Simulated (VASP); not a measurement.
Runs of VASP 6.6.1 on BP. The structure is that of space group I-4m2 (No. 119), or close to it. The cells are those of the table. 

```csv
cell,gap on the mesh (eV),pressure (GPa)
"a = 3.279, b = 3.279, c = 3.080 Å, angles 62.0, 62.0, 56.0°, 2 atoms",0.49,0.1
"a = 3.340, b = 3.340, c = 3.466 Å, angles 58.7, 58.7, 62.5°, 2 atoms",0.54,-19.8
"a = 3.219, b = 3.219, c = 2.952 Å, angles 62.7, 62.7, 54.6°, 2 atoms",none,16.7
"a = 3.083, b = 3.083, c = 2.952 Å, angles 61.4, 61.4, 57.2°, 2 atoms",0.51,37.1
"a = 3.151, b = 3.151, c = 2.952 Å, angles 62.1, 62.1, 55.9°, 2 atoms",(a),26.0
"a = 3.340, b = 3.340, c = 3.209 Å, angles 61.3, 61.3, 57.4°, 2 atoms",0.95,-11.8
"a = 3.211, b = 3.211, c = 3.080 Å, angles 61.3, 61.3, 57.3°, 2 atoms",0.74,7.0
"a = 3.211, b = 3.211, c = 3.337 Å, angles 58.7, 58.7, 62.6°, 2 atoms",0.28,-6.6
"a = 3.279, b = 3.279, c = 3.466 Å, angles 58.1, 58.1, 63.8°, 2 atoms",none,(b)
"a = 3.017, b = 3.017, c = 3.080 Å, angles 59.3, 59.3, 61.4°, 2 atoms",0.51,36.8
"a = 3.145, b = 3.145, c = 3.209 Å, angles 59.3, 59.3, 61.3°, 2 atoms",0.74,6.7
"a = 3.402, b = 3.402, c = 3.466 Å, angles 59.4, 59.4, 61.2°, 2 atoms",1.14,-23.0
```

Alike in all rows: task single point; level r2SCAN; potentials or basis VASP PAW PBE potentials, release 64 (B, P); no spin polarisation; k mesh 10 × 10 × 10; cutoff (eV) 520; smearing gaussian 0.05 eV.

Task: Fill in the values left out.

Result: (a) 0.24; (b) -16.0.

Caveats: the PAW data sets were made with another functional, which shifts forces and pressure a little.

A k mesh can miss the band edges.

A gap of «none» marks levels without a gap at the run's occupations.
